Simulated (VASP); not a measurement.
**HC18Cl: single point with PBE+D3(BJ)**

HC18Cl, a slab with vacuum:

```
CELL_PARAMETERS angstrom
7.39800 0.00000 0.00000
-3.69900 6.40686 0.00000
0.00000 0.00000 11.00000
ATOMIC_POSITIONS crystal
C 0.01128 0.01540 0.07409
C 0.23084 0.12532 0.07377
C 0.00923 0.34676 0.07417
C 0.23291 0.45856 0.07404
C 0.00913 0.68200 0.07386
C 0.23273 0.79375 0.07378
C 0.34272 0.01374 0.07354
C 0.56646 0.12545 0.07377
C 0.34279 0.34891 0.07399
C 0.56611 0.46052 0.07410
C 0.34473 0.68186 0.07385
C 0.56424 0.79179 0.07409
C 0.67610 0.01553 0.07409
C 0.89943 0.12717 0.07428
C 0.67796 0.34876 0.07400
C 0.89750 0.45842 0.07404
C 0.67591 0.68011 0.07424
C 0.89954 0.79194 0.07410
Cl 0.28379 0.89077 0.39799
H 0.27734 0.88028 0.28020
```

```json
{
  "Program": "VASP 6.6.1",
  "Task": "single point",
  "Functional": "PBE",
  "Dispersion": "D3(BJ)",
  "Potentials or basis": "VASP PAW PBE potentials, release 64 (C, Cl, H)",
  "Cutoff": "520 eV",
  "k mesh": "2 × 2 × 1",
  "Occupations": "fermi-dirac, width 0.02 eV",
  "Spin": "no spin polarisation",
  "Dipole correction": "no",
  "Further INCAR settings": "LREAL = Auto; ALGO = Normal; EDIFF = 1e-06; NBANDS = 56"
}
```

| Item | Value |
| --- | --- |
| Largest force | 0.141 eV/Å |
| Band gap on the k mesh | 0.19 eV |
| Dispersion energy per atom | -0.089 eV |

Forces on the atoms (eV/Å):
```
C    0.002 -0.003 -0.003
C   -0.007  0.005 -0.001
C   -0.008  0.002 -0.002
C   -0.007 -0.004  0.001
C    0.003 -0.003  0.004
C   -0.002 -0.017 -0.006
C    0.003 -0.006  0.010
C    0.006  0.006 -0.002
C   -0.004 -0.011  0.003
C    0.005  0.010 -0.001
C   -0.004  0.006  0.001
C    0.006  0.006 -0.001
C   -0.007 -0.009  0.000
C    0.004  0.014 -0.005
C    0.004 -0.001  0.004
C    0.001  0.006  0.004
C    0.000 -0.006 -0.003
C    0.005  0.004 -0.004
Cl   0.000 -0.009 -0.140
H    0.000  0.010  0.140
```

Levels at points of the mesh, in eV from the valence-band top:
```
           k point  band 36  band 37  band 38  band 39  band 40  band 41  band 42  band 43  band 44  band 45
(0.00, 0.00, 0.00)    -3.11    -2.95    -2.95    -0.05     0.00     0.19     0.22     3.26     4.58     4.74
(0.50, 0.00, 0.00)    -2.61    -2.57    -2.52    -2.52    -2.26     1.77     2.53     2.58     2.64     2.65
(0.00, 0.50, 0.00)    -2.58    -2.56    -2.55    -2.52    -2.26     1.75     2.54     2.57     2.64     2.68
(0.50, 0.50, 0.00)    -2.61    -2.57    -2.52    -2.52    -2.26     1.77     2.53     2.58     2.63     2.65
```

Run time: 5.9 min on 1 thread of AMD EPYC 7R43 64-Core Processor (Zen 3) (shared host), peak memory 0.6 GiB.

Caveat: the k points lie up to 0.49 Å⁻¹ apart.
